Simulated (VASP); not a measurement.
# HCl in VASP: further runs

HCl is run at these levels: PBE+D3(BJ); tasks: single point.

All numbers are computed with VASP 6.6.1; they aren't measurements. Logs are shortened: lines on timing, memory, paths and dates and some standing lists are left out, and cuts for length are marked.

### 1 The cell of the first run

The cell holds a disordered packing, 24 atoms: a = 8.764 Å, b = 8.764 Å, c = 8.764 Å, α = 90.00°, β = 90.00°, γ = 90.00°.

### 2 Single point, PBE+D3(BJ)

Contents of INCAR:

```
PREC     = Accurate       # precision mode
ENCUT    = 400            # plane-wave cutoff, eV
EDIFF    = 1E-6           # SCF threshold, eV
ISMEAR   = -1             # smearing method
SIGMA    = 0.02           # smearing width, eV
LREAL    = F              # projectors in reciprocal space
LASPH    = T              # aspherical terms in the spheres
NELM     = 120            # most SCF steps
ALGO     = Normal         # electronic algorithm
ISIF     = 2              # what is computed and relaxed
LWAVE    = F              # write WAVECAR
LCHARG   = T              # write CHGCAR
GGA      = PE             # functional
IVDW     = 12             # dispersion correction
LELF     = T              # ELF
LVHAR    = T            
NBANDS   = 66             # bands
GGA_COMPAT= F
```

Contents of KPOINTS:

```
Automatic mesh
0
Gamma
  1 1 1
```

Contents of POSCAR:

```
HCl
1.0
    8.7642490000      0.0000000000      0.0000000000
    0.0000000000      8.7642490000      0.0000000000
    0.0000000000      0.0000000000      8.7642490000
Cl H
12 12
Direct
    0.5236387054      0.7238954530      0.1600821702
    0.2314973023      0.4970306070      0.3650626540
    1.0355251203      0.8915766770      0.1874889680
    0.3304561520      0.2013292867      0.9488548306
    0.0167726864      0.5734433150      0.9222010922
    0.5936732286      0.4355535768      0.5319109487
    0.9632428289      0.2531192347      0.6887412715
    0.5719143762      0.0646033676      0.3742020566
    0.4911658717      0.8653907483      0.7239182730
    0.9092051127      0.8031834787      0.5753716034
    0.7436689670      1.0802751040      0.9332573732
    0.8269504894      0.3848932179      0.2219585500
    0.6371681133      0.6593605453      0.2275608555
    0.2963516897      0.5672591000      0.2543286938
    0.9591238222      0.9503038994      0.0751119691
    0.1867701385      0.1793992845      0.9211627830
   -0.0384630788      0.4455259087      0.8636792496
    0.4586473981      0.4750777848      0.4725561768
    0.9035343473      0.1405140361      0.7550219078
    0.5098668465     -0.0529309471      0.3188750114
    0.5325955481      0.9551417355      0.6042160600
    0.9509999088      0.8541975473      0.4402088530
    0.6783581799      0.9634938487      0.8731381320
    0.8959467035      0.4907779320      0.1549248544
```

Potentials or basis: VASP PAW PBE potentials, release 64 (Cl, H).

Started as:

```console
cat potpaw_PBE.64/Cl/POTCAR potpaw_PBE.64/H/POTCAR > POTCAR
mpirun -np 1 vasp_gam > vasp.out
```

OUTCAR:

```text
PREC = Accurate
   ENCUT = 400
   EDIFF = 1E-6
   ISMEAR = -1
   LREAL = F
   LASPH = T
   NELM = 120
   ISIF = 2
   GGA = PE
   IVDW = 12
 IVDW          = 12

 ion  position               nearest neighbor table
   1  0.524  0.724  0.160-  13 1.29
   2  0.231  0.497  0.365-  14 1.28
   3  0.036  0.892  0.187-  15 1.30
   4  0.330  0.201  0.949-  16 1.30
   5  0.017  0.573  0.922-  17 1.32
   6  0.594  0.436  0.532-  18 1.34
[... 16 lines left out ...]
  23  0.678  0.963  0.873-  11 1.29
  24  0.896  0.491  0.155-  12 1.25

  LATTYP: Found a simple cubic cell.
 ALAT       =     8.7642490000

  Lattice vectors:

 A1 = (   8.7642490000,   0.0000000000,   0.0000000000)
 A2 = (   0.0000000000,   8.7642490000,   0.0000000000)
 A3 = (   0.0000000000,   0.0000000000,   8.7642490000)

Analysis of symmetry for initial positions (statically):
=====================================================================
 Subroutine PRICEL returns:
 Original cell was already a primitive cell.

 Routine SETGRP: Setting up the symmetry group for a
 simple cubic supercell.

 Subroutine GETGRP returns: Found  1 space group operations
 (whereof  1 operations were pure point group operations)
 out of a pool of 48 trial point group operations.

The static configuration has the point symmetry C_1 .

Analysis of symmetry for dynamics (positions and initial velocities):
=====================================================================
 Subroutine PRICEL returns:
 Original cell was already a primitive cell.

 Routine SETGRP: Setting up the symmetry group for a
 simple cubic supercell.

 Subroutine GETGRP returns: Found  1 space group operations
 (whereof  1 operations were pure point group operations)
 out of a pool of 48 trial point group operations.

The dynamic configuration has the point symmetry C_1 .

 Subroutine INISYM returns: Found  1 space group operations
 (whereof  1 operations are pure point group operations),
 and found     1 'primitive' translations

----------------------------------------------------------------------------------------

                                     Primitive cell

  volume of cell :     673.2000

  direct lattice vectors                    reciprocal lattice vectors
     8.764249000  0.000000000  0.000000000     0.114099907  0.000000000  0.000000000
     0.000000000  8.764249000  0.000000000     0.000000000  0.114099907  0.000000000
     0.000000000  0.000000000  8.764249000     0.000000000  0.000000000  0.114099907

  length of vectors
     8.764249000  8.764249000  8.764249000     0.114099907  0.114099907  0.114099907

  position of ions in fractional coordinates (direct lattice)
     0.523638705  0.723895453  0.160082170
     0.231497302  0.497030607  0.365062654
     0.035525120  0.891576677  0.187488968
     0.330456152  0.201329287  0.948854831
     0.016772686  0.573443315  0.922201092
     0.593673229  0.435553577  0.531910949
[... 16 lines left out ...]
     0.678358180  0.963493849  0.873138132
     0.895946704  0.490777932  0.154924854

  ion indices of the primitive-cell ions
   primitive index   ion index
                 1           1
                 2           2
                 3           3
                 4           4
                 5           5
                 6           6
[... 16 lines left out ...]
                23          23
                24          24

----------------------------------------------------------------------------------------

 KPOINTS: Automatic mesh

Automatic generation of k-mesh.
 Grid dimensions read from file:
 generate k-points for:    1    1    1

 Generating k-lattice:

  Cartesian coordinates                     Fractional coordinates (reciprocal lattice)
     0.114099907  0.000000000  0.000000000     1.000000000  0.000000000  0.000000000
     0.000000000  0.114099907  0.000000000     0.000000000  1.000000000  0.000000000
     0.000000000  0.000000000  0.114099907     0.000000000  0.000000000  1.000000000

  Length of vectors
     0.114099907  0.114099907  0.114099907

[... 32 lines left out ...]
   TEBEG  =    0.0;   TEEND  =   0.0 temperature during run
   PSTRESS=    0.0 pullay stress
   NELECT =      96.0000    total number of electrons
   NUPDOWN=      -1.0000    fix difference up-down
   EMIN   =  10.00;   EMAX   =-10.00  energy-range for DOS
   EFERMI =   0.00;   METHOD = LEGACY
   ISMEAR =    -1;   SIGMA  =   0.02  broadening in eV -4-tet -1-fermi 0-gaus
   EFERMI_NEDOS =   21; number of points for ismear=-14 and -15
   IALGO  =     38    algorithm
   IMIX   =      4    mixing-type and parameters
     AMIX     =   0.40;   BMIX     =  1.00
     AMIX_MAG =   1.60;   BMIX_MAG =  1.00
  volume/ion in A,a.u.               =      28.05       189.29
  Fermi-wavevector in a.u.,A,eV,Ry     =   0.855297  1.616278  9.953122  0.731534
  Thomas-Fermi vector in A             =   1.972025
   LORBIT       =      0    0 simple, 1 ext, 2 COOP (PROOUT), +10 PAW based schemes
   GGA     = PE    functional components
   LHFCALC =     F    Hartree Fock is set to
   AEXX    =    0.0000 exact exchange contribution
   IVDW    =    12    specifies the selected vdW correction
   LEPSILON=     F    determine dielectric tensor
   LRPA    =     F    only Hartree local field effects (RPA)
 non-spin polarized calculation
  energy-cutoff  :      400.00
  volume of cell :      673.20
 maximum number of plane-waves:      6099
 NGX is ok and might be reduce to    60
   NGX = 29   NGY = 29   NGZ = 29

 number of electron      96.0000005 magnetization

 Free energy of the ion-electron system (eV)
  ---------------------------------------------------
  ext. energy  EPLUGINS =         0.00000000
  ---------------------------------------------------
  free energy    TOTEN  =       -73.89704289 eV

  energy without entropy =      -73.89704289  energy(sigma->0) =      -73.89704289

 E-fermi :  -3.2440     XC(G=0):  -5.7567

 val. band max:       -3.7208412278   @ k =   0.0000   0.0000   0.0000
 cond. band min:       1.3252492044   @ k =   0.0000   0.0000   0.0000
 fundamental gap:      5.0460904322
 Fermi energy:        -3.2440313253

 k-point     1 :       0.0000    0.0000    0.0000
  band No.  band energies     occupation
      1     -18.4479      2.00000
      2     -18.3986      2.00000
      3     -18.0880      2.00000
      4     -18.0273      2.00000
      5     -17.9902      2.00000
      6     -17.9732      2.00000
[... 52 lines left out ...]
     59       3.7477      0.00000
     60       3.8468      0.00000
 [bands above 60 left out]

------------------------ aborting loop because EDIFF is reached ----------------------------------------

 Edisp (eV)   -1.31724

 E8    (eV) :    -0.3859

  FORCE on cell =-STRESS in cart. coord.  units (eV):
  Direction    XX          YY          ZZ          XY          YZ          ZX
  --------------------------------------------------------------------------------------
  -------------------------------------------------------------------------------------
  Total      -0.60526     1.36738    -0.91180     2.53559     0.27027    -1.41556
  in kB      -1.44049     3.25429    -2.17004     6.03457     0.64322    -3.36895
  external pressure =       -0.12 kB  Pullay stress =        0.00 kB

 VOLUME and BASIS-vectors are now :
 -----------------------------------------------------------------------------
  energy-cutoff  :      400.00
  volume of cell :      673.20
      direct lattice vectors                 reciprocal lattice vectors
     8.764249000  0.000000000  0.000000000     0.114099907  0.000000000  0.000000000
     0.000000000  8.764249000  0.000000000     0.000000000  0.114099907  0.000000000
     0.000000000  0.000000000  8.764249000     0.000000000  0.000000000  0.114099907

 POSITION                                       TOTAL-FORCE (eV/Angst)
 -----------------------------------------------------------------------------------
      4.58930      6.34440      1.40300        -0.136836      0.052769     -0.190811
      2.02890      4.35610      3.19950        -0.237749     -0.118801      0.234207
      0.31135      7.81400      1.64320         0.169322     -0.014492     -0.099163
      2.89620      1.76450      8.31600        -0.275032     -0.025769      0.026120
      0.14700      5.02580      8.08240        -0.213629     -0.342642     -0.125162
      5.20310      3.81730      4.66180        -0.727223      0.317607     -0.190688
[... 16 lines left out ...]
      5.94530      8.44430      7.65240        -0.451518     -0.480878     -0.396413
      7.85230      4.30130      1.35780         0.765536      0.880525     -0.739981
 -----------------------------------------------------------------------------------
    total drift:                               -0.000867     -0.000090      0.002149

  FREE ENERGIE OF THE ION-ELECTRON SYSTEM (eV)
  ---------------------------------------------------
  free  energy   TOTEN  =       -75.2142806301 eV

  energy  without entropy=      -75.2142806300  energy(sigma->0) =      -75.21428063
```

Wall time 39 s (1 thread of Intel Xeon 6975P-C (Granite Rapids), shared host); peak memory 0.47 GiB.

Results:

```
Free energy                : -75.2143 eV
Pressure                   : 0.0 GPa
Largest force              : 1.628 eV/Å
Dispersion energy per atom : -0.055 eV
```

Forces on the atoms (eV/Å):
```
Cl  -0.137  0.053 -0.191
Cl  -0.238 -0.119  0.234
Cl   0.169 -0.014 -0.099
Cl  -0.275 -0.026  0.026
Cl  -0.214 -0.343 -0.125
Cl  -0.727  0.318 -0.191
Cl   0.826  1.107 -0.862
Cl   0.368  0.922  0.589
Cl   0.323  0.570 -0.906
Cl   0.175  0.192 -0.551
Cl   0.289  0.272  0.684
Cl  -0.696 -0.902  0.624
H    0.097 -0.198  0.144
H    0.197  0.137 -0.267
H   -0.177  0.035  0.096
H    0.297  0.095 -0.011
H    0.271  0.466  0.084
H    0.690 -0.315  0.387
H   -0.642 -0.948  0.574
H   -0.349 -0.890 -0.501
H   -0.313 -0.650  0.833
H   -0.248 -0.159  0.566
H   -0.452 -0.481 -0.396
H    0.766  0.881 -0.740
```

Levels at points of the mesh, in eV from the Fermi level:
| k point | band 46 | band 47 | band 48 | band 49 | band 50 | band 51 |
| --- | --- | --- | --- | --- | --- | --- |
| (0.00, 0.00, 0.00) | -0.75 | -0.63 | -0.48 | 4.57 | 5.56 | 6.04 |

Caveat: the k points lie up to 0.72 Å⁻¹ apart.

### 3 Single point, PBE+D3(BJ)

Contents of INCAR:

```
  PREC = Accurate
  ENCUT = 400
  EDIFF = 1E-6
  ISMEAR = -1
  SIGMA = 0.02
  LREAL = False
  LASPH = True
  NELM = 120
  ALGO = Normal
  ISIF = 2
  LWAVE = False
  LCHARG = False
  GGA = PE
  IVDW = 12
  NBANDS = 66
  GGA_COMPAT = False
```

Contents of KPOINTS:

```
regular mesh
0
Gamma
  1 1 1
```

Contents of POSCAR:

```
HCl
1.0
    8.7642490000      0.0000000000      0.0000000000
    0.0000000000      8.7642490000      0.0000000000
    0.0000000000      0.0000000000      8.7642490000
Cl H
12 12
Direct
    0.5397039724      0.7247626123      0.1850814599
    0.2395413458      0.4970191970      0.3497390364
    1.0338592616      0.8723280226      0.1877742177
    0.3553071119      0.1985110190      0.9604245612
    0.0333399930      0.5623528040      0.9381636692
    0.5998688536      0.4282055428      0.5307128996
    0.9558263349      0.2547280434      0.7052287081
    0.5831874471      0.0511738085      0.3975811276
    0.4943264392      0.8636450197      0.7436917869
    0.9036256272      0.7777049694      0.5873749137
    0.7331717755      1.0759393075      0.9532704970
    0.8172748173      0.3958353990      0.2355820790
    0.5958183069      0.6117010140      0.2697550013
    0.3194797409      0.5805631492      0.2650769050
    0.9642126781      0.9497562198      0.0791853358
    0.2382862468      0.1315343733      0.9193029545
    0.0170465262      0.4399464232      0.8590467934
    0.4631087045      0.4205152090      0.4723507970
    0.8571299150      0.1803006738      0.7902331392
    0.5810765988     -0.0288672766      0.2677240229
    0.5302336800      0.9408221971      0.6104002750
    0.8842172330      0.7686796667      0.4363294562
    0.6482700343      0.9930114948      0.8409847780
    0.9087144831      0.4635765141      0.1500641983
```

Potentials or basis: VASP PAW PBE potentials, release 64 (Cl, H).

Started as:

```console
cat potpaw_PBE.64/Cl/POTCAR potpaw_PBE.64/H/POTCAR > POTCAR
mpirun -np 1 vasp_gam > vasp.out
```

It took 38 s on 1 thread of Intel Xeon 6975P-C (Granite Rapids), shared host; peak memory 0.49 GiB.

It converged, with:

- Free energy: -75.0344 eV
- Pressure: -0.3 GPa
- Largest force: 1.768 eV/Å
- Dispersion energy per atom: -0.056 eV

Forces on the atoms (eV/Å):
```
Cl   0.172 -0.820  0.211
Cl  -0.793 -0.794  0.762
Cl  -0.221  0.396 -0.468
Cl   1.365  0.880  0.557
Cl   0.181  0.641  0.423
Cl  -0.238  0.091  0.112
Cl   0.261  0.042 -0.342
Cl   0.060 -0.092 -0.779
Cl   0.481  0.822 -1.267
Cl  -0.174 -0.140 -1.201
Cl  -0.690 -0.778 -0.875
Cl  -0.998 -0.771  0.996
H   -0.061  0.594 -0.398
H    0.675  0.765 -0.764
H    0.156 -0.382  0.486
H   -1.477 -0.805 -0.544
H   -0.142 -0.522 -0.404
H    0.039  0.039  0.098
H   -0.016  0.014  0.150
H   -0.018  0.291  1.041
H   -0.392 -0.871  0.981
H    0.196  0.145  1.191
H    0.549  0.485  1.193
H    1.088  0.770 -1.157
```

Stress tensor (GPa, compression positive):
```
 0.39  0.56 -0.65
 0.56 -0.10  0.12
-0.65  0.12 -1.04
```

Levels at points of the mesh, in eV from the Fermi level:
```csv
k point,band 44,band 45,band 46,band 47,band 48,band 49,band 50,band 51,band 52,band 53
"(0.00, 0.00, 0.00)",-0.80,-0.73,-0.63,-0.59,-0.51,4.67,5.35,6.03,6.11,6.34
```

Caveat: the k points lie up to 0.72 Å⁻¹ apart.

### 4 Single point, PBE+D3(BJ)

Contents of INCAR:

```
ALGO     = Normal         # electronic algorithm
EDIFF    = 1E-6           # SCF threshold, eV
ENCUT    = 400            # plane-wave cutoff, eV
GGA      = PE             # functional
GGA_COMPAT= F            
ISIF     = 2              # what is computed and relaxed
ISMEAR   = -1             # smearing method
IVDW     = 12             # dispersion correction
LASPH    = T              # aspherical terms in the spheres
LCHARG   = F              # write CHGCAR
LREAL    = F              # projectors in reciprocal space
LWAVE    = F              # write WAVECAR
NBANDS   = 66             # bands
NELM     = 120            # most SCF steps
PREC     = Accurate       # precision mode
SIGMA    = 0.02           # smearing width, eV
```

Contents of KPOINTS:

```
k-points
0
Gamma
  1 1 1
```

Contents of POSCAR:

```
HCl
1.0
    8.7642490000      0.0000000000      0.0000000000
    0.0000000000      8.7642490000      0.0000000000
    0.0000000000      0.0000000000      8.7642490000
Cl H
12 12
Direct
    0.5578002177      0.7282312495      0.1828222817
    0.2496848275      0.4862481657      0.3422540825
    1.0427818744      0.8414069477      0.1738426190
    0.3758222752      0.1780300856      0.9823659734
    0.0534558067      0.5694498182      0.9602534113
    0.5832901370      0.4409961424      0.5368857046
    0.9528483273      0.2412528444      0.7238954530
    0.5815558184      0.0649114374      0.3994637761
    0.5023476626      0.8774511085      0.7551360077
    0.8834071236      0.7573153159      0.5877514434
    0.7430300075      1.0660696655      0.9690276942
    0.8105657427      0.4092307282      0.2255983371
    0.5832216771      0.5871467139      0.2097612699
    0.3174487626      0.5871010739      0.2571355515
    0.9192687246      0.9068090147      0.1044812853
    0.3492826368      0.0901046969      0.8644094891
    0.0067775345      0.4681519204      0.8741878511
    0.4472374073      0.4898423128      0.5223607864
    0.8210971642      0.2689334819      0.7894458498
    0.6410361002      0.0111475610      0.2684656723
    0.5793993302      0.8670566069      0.6220270556
    0.8902417081      0.6769319311      0.4588641879
    0.6424395290      0.9542403462      0.9212768829
    0.8953990239      0.4276920932      0.1116695794
```

Started as:

```console
cat potpaw_PBE.64/Cl/POTCAR potpaw_PBE.64/H/POTCAR > POTCAR
mpirun -np 1 vasp_gam > vasp.out
```

Wall time 30 s (1 thread of Intel Xeon 6975P-C (Granite Rapids), shared host); peak memory 0.48 GiB.

It converged, with:

| Item | Value |
| --- | --- |
| Free energy | -74.5455 eV |
| Pressure | -0.2 GPa |
| Largest force | 2.196 eV/Å |
| Dispersion energy per atom | -0.057 eV |

Forces on the atoms (eV/Å):
```
Cl  -0.380  0.389 -0.137
Cl  -0.153  0.129 -0.141
Cl  -1.252  0.990 -0.380
Cl  -0.389 -0.218 -0.374
Cl   0.559  1.264  0.976
Cl   0.771 -0.138  0.326
Cl  -0.356  0.393  0.060
Cl   0.535 -0.481 -1.168
Cl   0.179 -0.565 -1.169
Cl   0.048 -0.588 -0.943
Cl  -0.615 -1.292  0.314
Cl  -0.910 -0.411  1.196
H    0.390 -0.506  0.040
H   -0.071 -0.053  0.106
H    1.250 -0.584  0.585
H    0.090  0.418  0.442
H   -0.435 -1.563 -1.480
H   -0.650  0.162 -0.134
H    0.482 -0.223 -0.365
H   -0.493  0.534  1.181
H   -0.427  0.212  0.998
H   -0.055  0.602  0.896
H    0.989  1.130  0.161
H    0.891  0.400 -0.991
```

Stress tensor (GPa, compression positive):
```
-0.14  0.28  0.03
 0.28  0.10  0.06
 0.03  0.06 -0.50
```

Levels at points of the mesh, in eV from the Fermi level:
| k point | band 44 | band 45 | band 46 | band 47 | band 48 | band 49 | band 50 | band 51 | band 52 | band 53 |
| --- | --- | --- | --- | --- | --- | --- | --- | --- | --- | --- |
| (0.00, 0.00, 0.00) | -0.76 | -0.68 | -0.57 | -0.55 | -0.49 | 4.64 | 5.53 | 5.86 | 5.99 | 6.13 |

Caveat: the k points lie up to 0.72 Å⁻¹ apart.

### 5 Overview

```csv
cell,pressure (GPa),largest force (eV/Å)
"as given, atomic positions A",0.0,1.63
"as given, atomic positions B",-0.3,1.77
"as given, atomic positions C",-0.2,2.20
```

Alike in all rows: task single point; level PBE+D3(BJ); potentials or basis VASP PAW PBE potentials, release 64 (Cl, H); no spin polarisation; k mesh 1 × 1 × 1; cutoff (eV) 400; smearing fermi-dirac 0.02 eV.

Caveats: all runs use coarse meshes.

Total energies depend on the potentials used, so only differences within one code and one set of settings carry meaning.
